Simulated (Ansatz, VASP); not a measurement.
**One calculation of Na2S, two programs**

INCAR

```
SYSTEM = Na2S
PREC = Accurate
ENCUT = 500
EDIFF = 1E-6
ISMEAR = 0
SIGMA = 0.01
LREAL = .False.
LASPH = .True.
NELM = 120
ALGO = Normal
ISIF = 2
LWAVE = .False.
LCHARG = .False.
GGA = PS
NBANDS = 17
GGA_COMPAT = .False.
```

Contents of KPOINTS:

```
regular mesh
0
Gamma
  6 6 6
  0 0 0
```

File POSCAR:

```
Na2S
1.0
    2.9628299537      2.9628299537      0.0000000000
   -2.9628299537      2.9628299537      0.0000000000
    0.0000000000      2.9628299537      2.9628299537
Na S
2 1
Direct
    0.2500000000      0.7500000000      0.5000000000
    0.7500000000      0.2500000000      0.5000000000
    0.0000000000      0.0000000000      0.0000000000
```

Input for Ansatz:

```yaml
crystal:
  lattice:
    - [2.96282995366, 2.96282995366, 0.0]
    - [-2.96282995366, 2.96282995366, 0.0]
    - [0.0, 2.96282995366, 2.96282995366]
  atoms:
    - { symbol: Na, position: [0.25, 0.75, 0.5] }
    - { symbol: Na, position: [0.75, 0.25, 0.5] }
    - { symbol: S, position: [0.0, 0.0, 0.0] }
kpoints:
  mp_grid: { grid: [6, 6, 6] }
scf:
  occupations: { method: fixed }
  convergence: { dr2_threshold: 1.0e-10 }
hamiltonian:
  xc: pbesol
  pseudopotentials: { kind: all_electron, lapw: { basis_error: 0.0005 } }
output:
  forces: true
  stress: true
  eigenstates:
    kpoints:
      - [0.0, 0.0, 0.0]
      - [-0.5, -0.5, -0.5]
      - [-0.5, 0.5, 0.0]
      - [0.0, 0.0, -0.5]
      - [0.0, -0.5, -0.5]
      - [0.0, 0.5, 0.0]
      - [-0.5, 0.0, 0.0]
      - [-0.5, 0.0, -0.5]
  eigenvalues: true
```

Alike in both runs: task single point; functional PBEsol; k mesh 6 × 6 × 6; no spin polarisation.

|  | VASP | Ansatz |
| --- | --- | --- |
| version | VASP 6.6.1 | Ansatz 0.2.0 |
| potentials or method | VASP PAW PBE potentials, release 64 (Na_pv, S), cutoff 500 eV | all-electron LAPW, scalar-relativistic |
| occupations | gaussian, width 0.01 eV | fixed |

|  | VASP | Ansatz | Ansatz less VASP |
| --- | --- | --- | --- |
| gap on the k mesh at the Fermi level (eV) | 3.46 | 3.47 | +0.008 |
| pressure (GPa) | 15.2 | 15.0 | -0.23 |

VASP's potentials were made for PBE, not for PBEsol. Ansatz ran all-electron here, and VASP with PAW potentials.
